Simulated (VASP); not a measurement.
Runs of VASP 6.6.1 on Ru. The structure is that of space group P6_3/mmc (No. 194), or close to it. The cells are those of the table. 

```tsv
task	cell	cutoff (eV)	gap on the mesh (eV)	pressure (GPa)
relaxation of cell and atoms	relaxed to 20 GPa from a = 2.680, b = 2.680, c = 4.376 Å, angles 90.0, 90.0, 120.0°, 2 atoms	600	none	20.0
relaxation of cell and atoms	relaxed to 5 GPa from a = 2.680, b = 2.680, c = 4.376 Å, angles 90.0, 90.0, 120.0°, 2 atoms	600	none	4.9
single point	a = 2.687, b = 2.687, c = 4.208 Å, angles 90.0, 90.0, 120.0°, 2 atoms	520	none	20.0
single point	a = 2.742, b = 2.742, c = 4.283 Å, angles 90.0, 90.0, 120.0°, 2 atoms	520	none	(a)
single point	a = 2.713, b = 2.713, c = 4.243 Å, angles 90.0, 90.0, 120.0°, 2 atoms	520	none	10.0
relaxation of cell and atoms	relaxed to 10 GPa from a = 2.680, b = 2.680, c = 4.376 Å, angles 90.0, 90.0, 120.0°, 2 atoms	600	none	10.0
single point	a = 2.727, b = 2.727, c = 4.262 Å, angles 90.0, 90.0, 120.0°, 2 atoms	520	none	5.0
relaxation of cell and atoms	relaxed from a = 2.680, b = 2.680, c = 4.376 Å, angles 90.0, 90.0, 120.0°, 2 atoms	600	none	0.0
```

Alike in all rows: level revPBE; potentials or basis VASP PAW PBE potentials, release 64 (Ru_pv); no spin polarisation; k mesh 7 × 7 × 4; smearing fermi-dirac 0.1 eV.

Task: Fill in the values left out.

Result: (a) -0.1.

Caveats: all runs use coarse meshes; the PAW data sets were made with another functional, which shifts forces and pressure a little; the cell is relaxed towards a set pressure, so the enthalpy falls and the energy may rise (some runs).

A k mesh can miss the band edges, and the runs leave out spin-orbit coupling on Ru.

A gap of «none» marks levels without a gap at the run's occupations.
